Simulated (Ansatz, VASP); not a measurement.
## Two plane-wave programs on Li2HfN2

File INCAR:

```
ALGO = Normal
EDIFF = 1E-6
ENCUT = 750
GGA = CA
GGA_COMPAT = False
ISIF = 2
ISMEAR = 0
LASPH = True
LCHARG = False
LREAL = False
LWAVE = False
NBANDS = 21
NELM = 120
PREC = Accurate
SIGMA = 0.05
```

Contents of KPOINTS:

```
k-points
0
Gamma
  9 9 6
```

Contents of POSCAR:

```
Li2HfN2
1.0
    3.1076361152      0.0000000000      0.0000000000
   -1.5538180576      2.6912918214      0.0000000000
    0.0000000000      0.0000000000      5.8574827944
Li Hf N
2 1 2
Direct
    0.6666666667      0.3333333333      0.3827885700
    0.3333333333      0.6666666667      0.6172114300
    0.0000000000      0.0000000000      0.0000000000
    0.6666666667      0.3333333333      0.7793848600
    0.3333333333      0.6666666667      0.2206151400
```

Input for Ansatz:

```yaml
crystal:
  lattice:
    - [3.1076361152, 0.0, 0.0]
    - [-1.5538180576, 2.6912918214, 0.0]
    - [0.0, 0.0, 5.8574827944]
  atoms:
    - { symbol: Li, position: [0.6666666667, 0.3333333333, 0.38278857] }
    - { symbol: Li, position: [0.3333333333, 0.6666666667, 0.61721143] }
    - { symbol: Hf, position: [0.0, 0.0, 0.0] }
    - { symbol: "N", position: [0.6666666667, 0.3333333333, 0.77938486] }
    - { symbol: "N", position: [0.3333333333, 0.6666666667, 0.22061514] }
basis:
  ecutwfc: 420
kpoints:
  mp_grid: { grid: [9, 9, 6] }
hamiltonian:
  xc: lda
scf:
  occupations: { method: gaussian, width: 0.05 }
output:
  forces: true
  stress: true
  eigenvalues: true
```

Change from the starting cell: strain -0.040 along x and y, +0.080 along z, atoms carried along.

Alike in both runs: task single point; functional LDA; k mesh 9 × 9 × 6; occupations gaussian, width 0.05 eV; no spin polarisation.

|  | VASP | Ansatz |
| --- | --- | --- |
| version | VASP 6.6.1 | Ansatz 0.2.0 |
| potentials or method | VASP PAW LDA potentials, release 64 (Li_sv, Hf_pv, N), cutoff 750 eV | scalar-relativistic, plane waves, PAW |
| valence electrons in the cell | 26 | 42 |

VASP gave:

* gap on the k mesh at the Fermi level (eV): 1.19
* least direct gap on the mesh (eV): 1.99
* pressure (GPa): -3.3
* traceless stress, the component that is largest in VASP (GPa): -20.03
* rms of the force components (eV/Å): 0.358

Task: Which values does Ansatz return?

Result: gap on the k mesh at the Fermi level (eV): 1.14; least direct gap on the mesh (eV): 1.97; pressure (GPa): -2.5; traceless stress, the component that is largest in VASP (GPa): -19.93; rms of the force components (eV/Å): 0.338.

LDA's correlation is that of Perdew and Zunger in VASP and of Perdew and Wang (1992) in Ansatz. Atom by atom the forces differ by 0.032 eV/Å (rms over components). VASP's potentials hold 26 valence electrons a cell and Ansatz's 42, so a difference there can come from the potentials and not from the codes.

Neither program's run includes spin-orbit coupling.
